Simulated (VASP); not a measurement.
# Si in VASP: further runs

The runs below take Si through electric field gradients, with PBE.

Everything below comes from runs of VASP 6.6.1. Logs are shortened: lines on timing, memory, paths and dates and some standing lists are left out, and cuts for length are marked.

## 1. The cell of the first run

It takes space group Fd-3m (No. 227, cubic). Conventional cell: a = 5.429 Å, b = 5.429 Å, c = 5.429 Å, α = 90.00°, β = 90.00°, γ = 90.00°. Si (site symmetry -43m) has 4 Si at 2.35 Å within 3.1 Å.

## 2. Electric field gradients, PBE

Input file INCAR:

```
PREC = Accurate ; ENCUT = 520
EDIFF = 1E-8 ; ISMEAR = -1
SIGMA = 0.05 ; LREAL = False
LASPH = True ; NELM = 100
ALGO = Normal ; ISIF = 2
LWAVE = False ; LCHARG = False
GGA = PE ; LEFG = True
NBANDS = 11
```

Input file KPOINTS:

```
regular mesh
0
Gamma
  10 10 10
```

Input file POSCAR:

```
Si
1.0
    0.0000000000      2.7144176166      2.7144176166
    2.7144176166      0.0000000000      2.7144176166
    2.7144176166      2.7144176166      0.0000000000
Si
2
Direct
   -0.1250000000     -0.1250000000     -0.1250000000
    0.1250000000      0.1250000000      0.1250000000
```

Potentials or basis: VASP PAW PBE potentials, release 64 (Si).

On the command line:

```console
> cat potpaw_PBE.64/Si/POTCAR > POTCAR
> mpirun -np 1 vasp_std > vasp.out
```

OUTCAR:

```text
PREC = Accurate
   ENCUT = 520
   EDIFF = 1E-8
   ISMEAR = -1
   LREAL = False
   LASPH = True
   NELM = 100
   ISIF = 2
   GGA = PE

 ion  position               nearest neighbor table
   1  0.875  0.875  0.875-   2 2.35   2 2.35   2 2.35   2 2.35
   2  0.125  0.125  0.125-   1 2.35   1 2.35   1 2.35   1 2.35

  LATTYP: Found a face centered cubic cell.
 ALAT       =     5.4288352332

  Lattice vectors:

 A1 = (   0.0000000000,   2.7144176166,   2.7144176166)
 A2 = (   2.7144176166,   0.0000000000,   2.7144176166)
 A3 = (   2.7144176166,   2.7144176166,   0.0000000000)

Analysis of symmetry for initial positions (statically):
=====================================================================
 Subroutine PRICEL returns:
 Original cell was already a primitive cell.

 Routine SETGRP: Setting up the symmetry group for a
 face centered cubic supercell.

 Subroutine GETGRP returns: Found 48 space group operations
 (whereof 12 operations were pure point group operations)
 out of a pool of 48 trial point group operations.

The static configuration has the point symmetry D_3d.
 The point group associated with its full space group is O_h .

Analysis of symmetry for dynamics (positions and initial velocities):
=====================================================================
 Subroutine PRICEL returns:
 Original cell was already a primitive cell.

 Routine SETGRP: Setting up the symmetry group for a
 face centered cubic supercell.

 Subroutine GETGRP returns: Found 48 space group operations
 (whereof 12 operations were pure point group operations)
 out of a pool of 48 trial point group operations.

The dynamic configuration has the point symmetry D_3d.
 The point group associated with its full space group is O_h .

 Subroutine INISYM returns: Found 48 space group operations
 (whereof 12 operations are pure point group operations),
 and found     1 'primitive' translations

----------------------------------------------------------------------------------------

                                     Primitive cell

  volume of cell :      40.0000

  direct lattice vectors                    reciprocal lattice vectors
     0.000000000  2.714417617  2.714417617    -0.184201575  0.184201575  0.184201575
     2.714417617  0.000000000  2.714417617     0.184201575 -0.184201575  0.184201575
     2.714417617  2.714417617  0.000000000     0.184201575  0.184201575 -0.184201575

  length of vectors
     3.838766207  3.838766207  3.838766207     0.319046487  0.319046487  0.319046487

  position of ions in fractional coordinates (direct lattice)
     0.875000000  0.875000000  0.875000000
     0.125000000  0.125000000  0.125000000

  ion indices of the primitive-cell ions
   primitive index   ion index
                 1           1
                 2           2

----------------------------------------------------------------------------------------

 KPOINTS: regular mesh

Automatic generation of k-mesh.
 Grid dimensions read from file:
 generate k-points for:   10   10   10

 Generating k-lattice:

  Cartesian coordinates                     Fractional coordinates (reciprocal lattice)
    -0.018420157  0.018420157  0.018420157     0.100000000  0.000000000  0.000000000
     0.018420157 -0.018420157  0.018420157     0.000000000  0.100000000  0.000000000
     0.018420157  0.018420157 -0.018420157     0.000000000  0.000000000  0.100000000

  Length of vectors
     0.031904649  0.031904649  0.031904649

  Shift w.r.t. Gamma in fractional coordinates (k-lattice)
     0.000000000  0.000000000  0.000000000

 Subroutine IBZKPT returns following result:
 ===========================================

 Found     47 irreducible k-points:

 Following reciprocal coordinates:
            Coordinates               Weight
  0.000000  0.000000  0.000000      1.000000
  0.100000  0.000000  0.000000      8.000000
  0.200000  0.000000  0.000000      8.000000
  0.300000  0.000000  0.000000      8.000000
  0.400000  0.000000  0.000000      8.000000
  0.500000  0.000000  0.000000      4.000000
[... 16 lines left out ...]
  0.300000  0.300000  0.000000      6.000000
  0.400000  0.300000  0.000000     24.000000
 [... further k-points ...]
   k-points           NKPTS =     47   k-points in BZ     NKDIM =     47   number of bands    NBANDS=     11
   number of dos      NEDOS =    301   number of ions     NIONS =      2
   total plane-waves  NPLWV =  27000
   dimension x,y,z NGX =    30 NGY =   30 NGZ =   30
   dimension x,y,z NGXF=    60 NGYF=   60 NGZF=   60
   ions per type =               2
   NGX,Y,Z   is equivalent  to a cutoff of  12.99, 12.99, 12.99 a.u.
   NGXF,Y,Z  is equivalent  to a cutoff of  25.98, 25.98, 25.98 a.u.
 SYSTEM =  unknown system
   PREC   = accura    normal or accurate (medium, high low for compatibility)
   ISTART =      0    job   : 0-new  1-cont  2-samecut
   ICHARG =      2    charge: 1-file 2-atom 10-const
   ISPIN  =      1    spin polarized calculation?
   LNONCOLLINEAR =      F non collinear calculations
   LSORBIT =      F    spin-orbit coupling
   LASPH  =      T    aspherical Exc in radial PAW
   ENCUT  =  520.0 eV  38.22 Ry    6.18 a.u.   7.14  7.14  7.14*2*pi/ulx,y,z
   NELM   =    100;   NELMIN=  2; NELMDL= -5     # of ELM steps
   EDIFF  = 0.1E-07   stopping-criterion for ELM
   LREAL  =      F    real-space projection
   EDIFFG = 0.1E-06   stopping-criterion for IOM
   NSW    =      0    number of steps for IOM
   IBRION =     -1    ionic relax: 0-MD 1-quasi-New 2-CG
   NFREE  =      0    steps in history (QN), initial steepest desc. (CG)
   ISIF   =      2    stress and relaxation
   ISYM   =      2    0-nonsym 1-usesym 2-fastsym
   POTIM  = 0.5000    time-step for ionic-motion
   TEBEG  =    0.0;   TEEND  =   0.0 temperature during run
   PSTRESS=    0.0 pullay stress
   NELECT =       8.0000    total number of electrons
   NUPDOWN=      -1.0000    fix difference up-down
   EMIN   =  10.00;   EMAX   =-10.00  energy-range for DOS
   EFERMI =   0.00;   METHOD = LEGACY
   ISMEAR =    -1;   SIGMA  =   0.05  broadening in eV -4-tet -1-fermi 0-gaus
   EFERMI_NEDOS =   21; number of points for ismear=-14 and -15
   IALGO  =     38    algorithm
   IMIX   =      4    mixing-type and parameters
     AMIX     =   0.40;   BMIX     =  1.00
     AMIX_MAG =   1.60;   BMIX_MAG =  1.00
  volume/ion in A,a.u.               =      20.00       134.97
  Fermi-wavevector in a.u.,A,eV,Ry     =   0.957381  1.809188 12.470807  0.916578
  Thomas-Fermi vector in A             =   2.086394
   LORBIT       =      0    0 simple, 1 ext, 2 COOP (PROOUT), +10 PAW based schemes
   GGA     = PE    functional components
   LHFCALC =     F    Hartree Fock is set to
   AEXX    =    0.0000 exact exchange contribution
   IVDW    =     0    specifies the selected vdW correction
   LEPSILON=     F    determine dielectric tensor
   LRPA    =     F    only Hartree local field effects (RPA)
 non-spin polarized calculation
  energy-cutoff  :      520.00
  volume of cell :       40.00
 maximum number of plane-waves:      1091
 NGX is ok and might be reduce to    30
   NGX = 15   NGY = 15   NGZ = 15

 number of electron       8.0000000 magnetization

 Free energy of the ion-electron system (eV)
  ---------------------------------------------------
  ext. energy  EPLUGINS =         0.00000000
  ---------------------------------------------------
  free energy    TOTEN  =       -10.84363044 eV

  energy without entropy =      -10.84360858  energy(sigma->0) =      -10.84361951

 E-fermi :   6.1113     XC(G=0):  -9.4130

 val. band max:        5.8364056094   @ k =   0.0000   0.0000   0.0000
 cond. band min:       6.4164810136   @ k =   0.4000   0.4000   0.0000
 fundamental gap:      0.5800754042
 Fermi energy:         6.1112763629

 k-point     1 :       0.0000    0.0000    0.0000
  band No.  band energies     occupation
      1      -6.1281      2.00000
      2       5.8364      1.99184
      3       5.8364      1.99184
      4       5.8364      1.99184
      5       8.4025      0.00000
      6       8.4025      0.00000
      7       8.4025      0.00000
      8       9.2222      0.00000
      9      13.5569      0.00000
     10      13.5569      0.00000
     11      13.8008      0.00000

 k-point     2 :       0.1000    0.0000    0.0000
  band No.  band energies     occupation
      1      -5.9970      2.00000
      2       4.6925      2.00000
      3       5.6381      1.99984
      4       5.6381      1.99984
      5       8.4160      0.00000
      6       8.6948      0.00000
      7       8.6948      0.00000
      8      10.1411      0.00000
      9      13.2005      0.00000
     10      13.2005      0.00000
     11      14.3391      0.00000

 k-point     3 :       0.2000    0.0000    0.0000
  band No.  band energies     occupation
      1      -5.6101      2.00000
      2       2.8294      2.00000
      3       5.2575      2.00000
      4       5.2575      2.00000
      5       8.0634      0.00000
      6       9.2027      0.00000
      7       9.2027      0.00000
      8      11.9027      0.00000
      9      12.8864      0.00000
     10      12.8864      0.00000
     11      14.9925      0.00000

 k-point     4 :       0.3000    0.0000    0.0000
  band No.  band energies     occupation
      1      -4.9941      2.00000
      2       1.0421      2.00000
      3       4.9227      2.00000
      4       4.9227      2.00000
      5       7.7022      0.00000
      6       9.3717      0.00000
      7       9.3717      0.00000
      8      13.4325      0.00000
      9      13.4325      0.00000
     10      13.4830      0.00000
     11      14.7578      0.00000
[... 239 lines left out ...]
 k-point    22 :      -0.2000    0.2000    0.0000
  band No.  band energies     occupation
      1      -4.7779      2.00000
      2       1.3631      2.00000
      3       2.8356      2.00000
      4       4.9918      2.00000
      5       8.7346      0.00000
      6       9.8338      0.00000
      7      10.1498      0.00000
      8      11.5862      0.00000
      9      11.9512      0.00000
     10      16.5688      0.00000
     11      16.6384      0.00000

 k-point    23 :       0.3000    0.3000    0.0000
  band No.  band energies     occupation
      1      -4.5773      2.00000
      2       1.4239      2.00000
      3       3.6073      2.00000
      4       3.6073      2.00000
      5       6.6985      0.00002
      6       8.2506      0.00000
      7      12.4940      0.00000
      8      12.4940      0.00000
      9      14.9804      0.00000
     10      15.2973      0.00000
     11      18.3210      0.00000

 k-point    24 :       0.4000    0.3000    0.0000
  band No.  band energies     occupation
      1      -3.9638      2.00000
      2       0.4173      2.00000
      3       2.9805      2.00000
      4       3.4025      2.00000
      5       6.8864      0.00000
      6       8.0810      0.00000
      7      12.7988      0.00000
      8      12.9122      0.00000
      9      16.3104      0.00000
     10      16.6242      0.00000
     11      18.0064      0.00000

 [... further k-points ...]

------------------------ aborting loop because EDIFF is reached ----------------------------------------

  FORCE on cell =-STRESS in cart. coord.  units (eV):
  Direction    XX          YY          ZZ          XY          YZ          ZX
  --------------------------------------------------------------------------------------
  -------------------------------------------------------------------------------------
  Total        0.5095128      0.5095128      0.5095128      0.0000000      0.0000000      0.0000000
  in kB       20.4082460     20.4082460     20.4082460      0.0000000      0.0000000      0.0000000
  external PRESSURE =      20.4082460 kB  Pullay stress =       0.0000000 kB

 VOLUME and BASIS-vectors are now :
 -----------------------------------------------------------------------------
  energy-cutoff  :      520.00
  volume of cell :       40.00
      direct lattice vectors                 reciprocal lattice vectors
     0.000000000  2.714417617  2.714417617    -0.184201575  0.184201575  0.184201575
     2.714417617  0.000000000  2.714417617     0.184201575 -0.184201575  0.184201575
     2.714417617  2.714417617  0.000000000     0.184201575  0.184201575 -0.184201575

 POSITION                                       TOTAL-FORCE (eV/Angst)
 -----------------------------------------------------------------------------------
      4.75023      4.75023      4.75023         0.000000      0.000000      0.000000
      0.67860      0.67860      0.67860        -0.000000     -0.000000     -0.000000
 -----------------------------------------------------------------------------------
    total drift:                               -0.000000      0.000000      0.000000

  FREE ENERGIE OF THE ION-ELECTRON SYSTEM (eV)
  ---------------------------------------------------
  free  energy   TOTEN  =       -10.8436304350 eV

  energy  without entropy=      -10.8436085790  energy(sigma->0) =      -10.84361951

 Electric field gradients (V/A^2)
---------------------------------------------------------------------
 ion       V_xx      V_yy      V_zz      V_xy      V_xz      V_yz
---------------------------------------------------------------------
   1      -0.000     0.000     0.000    -0.000    -0.000    -0.000
   2      -0.000     0.000     0.000    -0.000    -0.000    -0.000
---------------------------------------------------------------------

 Electric field gradients after diagonalization (V/A^2)
 (convention: |V_zz| > |V_xx| > |V_yy|)
----------------------------------------------------------------------
 ion       V_xx      V_yy      V_zz     asymmetry (V_yy - V_xx)/ V_zz
----------------------------------------------------------------------
   1       0.000     0.000    -0.000       0.000
   2       0.000     0.000    -0.000       0.000
----------------------------------------------------------------------

           NMR quadrupolar parameters

 Cq : quadrupolar parameter    Cq=e*Q*V_zz/h
 eta: asymmetry parameters     (V_yy - V_xx)/ V_zz
 Q  : nuclear electric quadrupole moment in mb (millibarn)
----------------------------------------------------------------------
 ion       Cq(MHz)       eta       Q (mb)
----------------------------------------------------------------------
   1      -0.000       0.000       1.000
   2      -0.000       0.000       1.000
----------------------------------------------------------------------
```

Wall time 23 s (1 thread of AMD EPYC 7R13, shared host); peak memory 0.13 GiB.

What came out:

```
Free energy                             : -10.8436 eV
Pressure                                : 2.0 GPa
Band gap on the k mesh                  : 0.58 eV (least direct gap 2.57 eV)
Largest electric field gradient by atom : zero within the noise of the run
```

A k mesh can miss the band edges.

(Part 1 of 2 ends here.)
